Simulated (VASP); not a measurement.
# Be3ZnSe (P6_3mc) in VASP: single point with PBE

Aim: the single point of Be3ZnSe with PBE.

Program: VASP 6.6.1. These are calculated values, not measurements. Logs are shortened: lines on timing, memory, paths and dates and some standing lists are left out, and cuts for length are marked.

## 1. The cell of the first run

The typed cell holds 10 atoms: a = 6.907 Å, b = 6.907 Å, c = 5.180 Å, α = 90.00°, β = 90.00°, γ = 120.00°.

The cell was built from a structure type or drawn by symmetry, and may not be a known phase.

## 2. Single point, PBE

Input file INCAR:

```
ALGO = Normal
EDIFF = 1E-7
ENCUT = 520
GGA = PE
ISIF = 2
ISMEAR = 0
LASPH = T
LCHARG = T
LELF = T
LREAL = F
LVHAR = T
LWAVE = F
NBANDS = 35
NELM = 80
PREC = Accurate
SIGMA = 0.2
```

Input file KPOINTS:

```
k-points
0
Gamma
  3 3 3
```

Input file POSCAR:

```
Be3ZnSe
1.0
    6.9068651811      0.0000000034      0.0000000000
   -3.4534325935      5.9815207056      0.0000000000
    0.0000000000      0.0000000000      5.1800486496
Be Zn Se
6 2 2
Direct
    0.5000608111      0.4999391889      0.9431867842
    0.5000608111      1.0001216223      0.9431867842
   -0.0001216223      0.4999391889      0.9431867842
    0.4999391889      0.5000608111      0.4431867842
    0.4999391889     -0.0001216223      0.4431867842
    1.0001216223      0.5000608111      0.4431867842
    0.3333333333      0.6666666667      0.1929431616
    0.6666666667      0.3333333333      0.6929431616
    0.3333333333      0.6666666667      0.6930325757
    0.6666666667      0.3333333333      0.1930325757
```

Potentials or basis: VASP PAW PBE potentials, release 64 (Be, Zn, Se).

Launch:

```console
$ cat potpaw_PBE.64/Be/POTCAR potpaw_PBE.64/Zn/POTCAR potpaw_PBE.64/Se/POTCAR > POTCAR
$ mpirun -np 1 vasp_std > vasp.out
```

OUTCAR:

```text
EDIFF = 1E-7
   ENCUT = 520
   GGA = PE
   ISIF = 2
   ISMEAR = 0
   LASPH = T
   LREAL = F
   NELM = 80
   PREC = Accurate

 ion  position               nearest neighbor table
   1  0.500  0.500  0.943-  10 2.38   7 2.38   8 2.38   9 2.38
   2  0.500  0.000  0.943-  10 2.38   7 2.38   8 2.38   9 2.38
   3  1.000  0.500  0.943-  10 2.38   7 2.38   8 2.38   9 2.38
   4  0.500  0.500  0.443-   9 2.38   8 2.38   7 2.38  10 2.38
   5  0.500  1.000  0.443-   9 2.38   8 2.38   7 2.38  10 2.38
   6  0.000  0.500  0.443-   9 2.38   8 2.38   7 2.38  10 2.38
   7  0.333  0.667  0.193-   2 2.38   3 2.38   1 2.38   5 2.38   6 2.38   4 2.38   9 2.59   9 2.59

   8  0.667  0.333  0.693-   5 2.38   6 2.38   4 2.38   2 2.38   3 2.38   1 2.38  10 2.59  10 2.59

   9  0.333  0.667  0.693-   5 2.38   6 2.38   4 2.38   2 2.38   3 2.38   1 2.38   7 2.59   7 2.59

  10  0.667  0.333  0.193-   2 2.38   3 2.38   1 2.38   5 2.38   6 2.38   4 2.38   8 2.59   8 2.59

  LATTYP: Found a hexagonal cell.
 ALAT       =     6.9068651811
 C/A-ratio  =     0.7499854875

  Lattice vectors:

 A1 = (   6.9068651811,   0.0000000034,   0.0000000000)
 A2 = (  -3.4534325935,   5.9815207056,   0.0000000000)
 A3 = (   0.0000000000,   0.0000000000,   5.1800486496)

Analysis of symmetry for initial positions (statically):
=====================================================================
 Subroutine PRICEL returns:
 Original cell was already a primitive cell.

 Routine SETGRP: Setting up the symmetry group for a
 hexagonal supercell.

 Subroutine GETGRP returns: Found 12 space group operations
 (whereof  6 operations were pure point group operations)
 out of a pool of 24 trial point group operations.

The static configuration has the point symmetry C_3v.
 The point group associated with its full space group is C_6v.

Analysis of symmetry for dynamics (positions and initial velocities):
=====================================================================
 Subroutine PRICEL returns:
 Original cell was already a primitive cell.

 Routine SETGRP: Setting up the symmetry group for a
 hexagonal supercell.

 Subroutine GETGRP returns: Found 12 space group operations
 (whereof  6 operations were pure point group operations)
 out of a pool of 24 trial point group operations.

The dynamic configuration has the point symmetry C_3v.
 The point group associated with its full space group is C_6v.

 Subroutine INISYM returns: Found 12 space group operations
 (whereof  6 operations are pure point group operations),
 and found     1 'primitive' translations

----------------------------------------------------------------------------------------

                                     Primitive cell

  volume of cell :     214.0062

  direct lattice vectors                    reciprocal lattice vectors
     6.906865181  0.000000003  0.000000000     0.144783483  0.083590783  0.000000000
    -3.453432594  5.981520706  0.000000000    -0.000000000  0.167181566  0.000000000
     0.000000000  0.000000000  5.180048650     0.000000000  0.000000000  0.193048380

  length of vectors
     6.906865181  6.906865181  5.180048650     0.167181566  0.167181566  0.193048380

  position of ions in fractional coordinates (direct lattice)
     0.500060811  0.499939189  0.943186784
     0.500060811  0.000121622  0.943186784
     0.999878378  0.499939189  0.943186784
     0.499939189  0.500060811  0.443186784
     0.499939189  0.999878378  0.443186784
     0.000121622  0.500060811  0.443186784
     0.333333333  0.666666667  0.192943162
     0.666666667  0.333333333  0.692943162
     0.333333333  0.666666667  0.693032576
     0.666666667  0.333333333  0.193032576

  ion indices of the primitive-cell ions
   primitive index   ion index
                 1           1
                 2           2
                 3           3
                 4           4
                 5           5
                 6           6
                 7           7
                 8           8
                 9           9
                10          10

----------------------------------------------------------------------------------------

 KPOINTS: k-points

Automatic generation of k-mesh.
 Grid dimensions read from file:
 generate k-points for:    3    3    3

 Generating k-lattice:

  Cartesian coordinates                     Fractional coordinates (reciprocal lattice)
     0.048261161  0.027863594  0.000000000     0.333333333  0.000000000  0.000000000
    -0.000000000  0.055727189  0.000000000    -0.000000000  0.333333333  0.000000000
     0.000000000  0.000000000  0.064349460     0.000000000  0.000000000  0.333333333

  Length of vectors
     0.055727189  0.055727189  0.064349460

  Shift w.r.t. Gamma in fractional coordinates (k-lattice)
     0.000000000  0.000000000  0.000000000

 Subroutine IBZKPT returns following result:
 ===========================================

 Found      6 irreducible k-points:

 Following reciprocal coordinates:
            Coordinates               Weight
  0.000000  0.000000  0.000000      1.000000
  0.333333 -0.000000  0.000000      6.000000
  0.333333  0.333333  0.000000      2.000000
  0.000000  0.000000  0.333333      2.000000
  0.333333 -0.000000  0.333333     12.000000
  0.333333  0.333333  0.333333      4.000000
   k-points           NKPTS =      6   k-points in BZ     NKDIM =      6   number of bands    NBANDS=     35
   number of dos      NEDOS =    301   number of ions     NIONS =     10
   total plane-waves  NPLWV = 116640
   dimension x,y,z NGX =    54 NGY =   54 NGZ =   40
   dimension x,y,z NGXF=   108 NGYF=  108 NGZF=   80
   ions per type =               6   2   2
   NGX,Y,Z   is equivalent  to a cutoff of  13.00, 13.00, 12.84 a.u.
   NGXF,Y,Z  is equivalent  to a cutoff of  26.00, 26.00, 25.67 a.u.
 SYSTEM =  unknown system
   PREC   = accura    normal or accurate (medium, high low for compatibility)
   ISTART =      0    job   : 0-new  1-cont  2-samecut
   ICHARG =      2    charge: 1-file 2-atom 10-const
   ISPIN  =      1    spin polarized calculation?
   LNONCOLLINEAR =      F non collinear calculations
   LSORBIT =      F    spin-orbit coupling
   LASPH  =      T    aspherical Exc in radial PAW
   ENCUT  =  520.0 eV  38.22 Ry    6.18 a.u.  12.84 12.84  9.63*2*pi/ulx,y,z
   NELM   =     80;   NELMIN=  2; NELMDL= -5     # of ELM steps
   EDIFF  = 0.1E-06   stopping-criterion for ELM
   LREAL  =      F    real-space projection
   EDIFFG = 0.1E-05   stopping-criterion for IOM
   NSW    =      0    number of steps for IOM
   IBRION =     -1    ionic relax: 0-MD 1-quasi-New 2-CG
   NFREE  =      0    steps in history (QN), initial steepest desc. (CG)
   ISIF   =      2    stress and relaxation
   ISYM   =      2    0-nonsym 1-usesym 2-fastsym
   POTIM  = 0.5000    time-step for ionic-motion
   TEBEG  =    0.0;   TEEND  =   0.0 temperature during run
   PSTRESS=    0.0 pullay stress
   NELECT =      48.0000    total number of electrons
   NUPDOWN=      -1.0000    fix difference up-down
   EMIN   =  10.00;   EMAX   =-10.00  energy-range for DOS
   EFERMI =   0.00;   METHOD = LEGACY
   ISMEAR =     0;   SIGMA  =   0.20  broadening in eV -4-tet -1-fermi 0-gaus
   EFERMI_NEDOS =   21; number of points for ismear=-14 and -15
   IALGO  =     38    algorithm
   IMIX   =      4    mixing-type and parameters
     AMIX     =   0.40;   BMIX     =  1.00
     AMIX_MAG =   1.60;   BMIX_MAG =  1.00
  volume/ion in A,a.u.               =      21.40       144.42
  Fermi-wavevector in a.u.,A,eV,Ry     =   0.994672  1.879657 13.461221  0.989372
  Thomas-Fermi vector in A             =   2.126639
   LORBIT       =      0    0 simple, 1 ext, 2 COOP (PROOUT), +10 PAW based schemes
   GGA     = PE    functional components
   LHFCALC =     F    Hartree Fock is set to
   AEXX    =    0.0000 exact exchange contribution
   IVDW    =     0    specifies the selected vdW correction
   LEPSILON=     F    determine dielectric tensor
   LRPA    =     F    only Hartree local field effects (RPA)
 non-spin polarized calculation
 Gauss-broadening in eV      SIGMA  =   0.20
  energy-cutoff  :      520.00
  volume of cell :      214.01
 maximum number of plane-waves:      5817
 NGX is ok and might be reduce to    54
   NGX = 25   NGY = 25   NGZ = 19

 number of electron      48.0000045 magnetization

 Free energy of the ion-electron system (eV)
  ---------------------------------------------------
  ext. energy  EPLUGINS =         0.00000000
  ---------------------------------------------------
  free energy    TOTEN  =       -24.82487681 eV

  energy without entropy =      -24.79386183  energy(sigma->0) =      -24.80936932

 E-fermi :   2.1338     XC(G=0):  -7.7289

 val. band max:        2.0377985558   @ k =   0.3333  -0.0000   0.0000
 cond. band min:       2.5193356467   @ k =   0.3333  -0.0000   0.3333
 fundamental gap:      0.4815370908
 Fermi energy:         2.1337708683

 k-point     1 :       0.0000    0.0000    0.0000
  band No.  band energies     occupation
      1     -13.3559      2.00000
      2     -13.2073      2.00000
      3      -5.7936      2.00000
      4      -5.7936      2.00000
      5      -5.7892      2.00000
      6      -5.7892      2.00000
[... 27 lines left out ...]
     34       6.1043      0.00000
     35       6.9277      0.00000

 k-point     2 :       0.3333   -0.0000    0.0000
  band No.  band energies     occupation
      1     -13.3235      2.00000
      2     -13.2376      2.00000
      3      -5.7973      2.00000
      4      -5.7954      2.00000
      5      -5.7876      2.00000
      6      -5.7870      2.00000
[... 27 lines left out ...]
     34       6.2430      0.00000
     35       6.6887      0.00000

 k-point     3 :       0.3333    0.3333    0.0000
  band No.  band energies     occupation
      1     -13.2800      2.00000
      2     -13.2800      2.00000
      3      -5.7995      2.00000
      4      -5.7923      2.00000
      5      -5.7923      2.00000
      6      -5.7842      2.00000
[... 27 lines left out ...]
     34       6.7479      0.00000
     35       6.7689      0.00000

 k-point     4 :       0.0000    0.0000    0.3333
  band No.  band energies     occupation
      1     -13.2190      2.00000
      2     -13.1392      2.00000
      3      -6.5425      2.00000
      4      -6.4489      2.00000
      5      -5.9646      2.00000
      6      -5.9646      2.00000
[... 27 lines left out ...]
     34       5.4791      0.00000
     35       6.2413      0.00000

 k-point     5 :       0.3333   -0.0000    0.3333
  band No.  band energies     occupation
      1     -13.2001      2.00000
      2     -13.1539      2.00000
      3      -6.5467      2.00000
      4      -6.4892      2.00000
      5      -5.9682      2.00000
      6      -5.9623      2.00000
[... 27 lines left out ...]
     34       5.8226      0.00000
     35       6.1705      0.00000

 k-point     6 :       0.3333    0.3333    0.3333
  band No.  band energies     occupation
      1     -13.1760      2.00000
      2     -13.1760      2.00000
      3      -6.5292      2.00000
      4      -6.5292      2.00000
      5      -5.9627      2.00000
      6      -5.9616      2.00000
[... 27 lines left out ...]
     34       6.0142      0.00000
     35       6.0142      0.00000

------------------------ aborting loop because EDIFF is reached ----------------------------------------

  FORCE on cell =-STRESS in cart. coord.  units (eV):
  Direction    XX          YY          ZZ          XY          YZ          ZX
  --------------------------------------------------------------------------------------
  -------------------------------------------------------------------------------------
  Total        0.5221804      0.5221804      0.2819800     -0.0000000     -0.0000000      0.0000000
  in kB        3.9093516      3.9093516      2.1110690     -0.0000000     -0.0000000      0.0000000
  external PRESSURE =       3.3099241 kB  Pullay stress =       0.0000000 kB

 VOLUME and BASIS-vectors are now :
 -----------------------------------------------------------------------------
  energy-cutoff  :      520.00
  volume of cell :      214.01
      direct lattice vectors                 reciprocal lattice vectors
     6.906865181  0.000000003  0.000000000     0.144783483  0.083590783  0.000000000
    -3.453432594  5.981520706  0.000000000    -0.000000000  0.167181566  0.000000000
     0.000000000  0.000000000  5.180048650     0.000000000  0.000000000  0.193048380

 POSITION                                       TOTAL-FORCE (eV/Angst)
 -----------------------------------------------------------------------------------
      1.72735      2.99040      4.88575        -0.000542      0.000313     -0.000695
      3.45343      0.00073      4.88575         0.000000     -0.000626     -0.000695
      5.17952      2.99040      4.88575         0.000542      0.000313     -0.000695
      1.72609      2.99112      2.29573         0.000542     -0.000313     -0.000695
     -0.00000      5.98079      2.29573        -0.000000      0.000626     -0.000695
     -1.72609      2.99112      2.29573        -0.000542     -0.000313     -0.000695
     -0.00000      3.98768      0.99945         0.000000      0.000000      0.002238
      3.45343      1.99384      3.58948         0.000000      0.000000      0.002238
     -0.00000      3.98768      3.58994         0.000000      0.000000     -0.000154
      3.45343      1.99384      0.99992         0.000000      0.000000     -0.000154
 -----------------------------------------------------------------------------------
    total drift:                               -0.000000      0.000000      0.001453

  FREE ENERGIE OF THE ION-ELECTRON SYSTEM (eV)
  ---------------------------------------------------
  free  energy   TOTEN  =       -24.8248768127 eV

  energy  without entropy=      -24.7938618315  energy(sigma->0) =      -24.80936932
```

Wall time 2.2 min (1 thread of Intel Xeon 8259CL, shared host); peak memory 0.34 GiB.

What came out:

```yaml
Free_energy: -24.8249 eV
Pressure: 0.3 GPa
Band_gap_on_the_k_mesh: zero (bands 24 and 25 overlap by 0.65 eV)
```

Forces in eV/Å, atoms in the order of the input:
```
Be  -0.001  0.000 -0.001
Be   0.000 -0.001 -0.001
Be   0.001  0.000 -0.001
Be   0.001  0.000 -0.001
Be   0.000  0.001 -0.001
Be  -0.001  0.000 -0.001
Zn   0.000  0.000  0.002
Zn   0.000  0.000  0.002
Se   0.000  0.000  0.000
Se   0.000  0.000  0.000
```

Stress tensor (GPa, compression positive):
```
0.39 0.00 0.00
0.00 0.39 0.00
0.00 0.00 0.21
```

Caveat: the k points lie up to 0.40 Å⁻¹ apart, too coarse for converged energies and pressures of a metal; semilocal functionals underestimate gaps, so a narrow gap can read as zero.
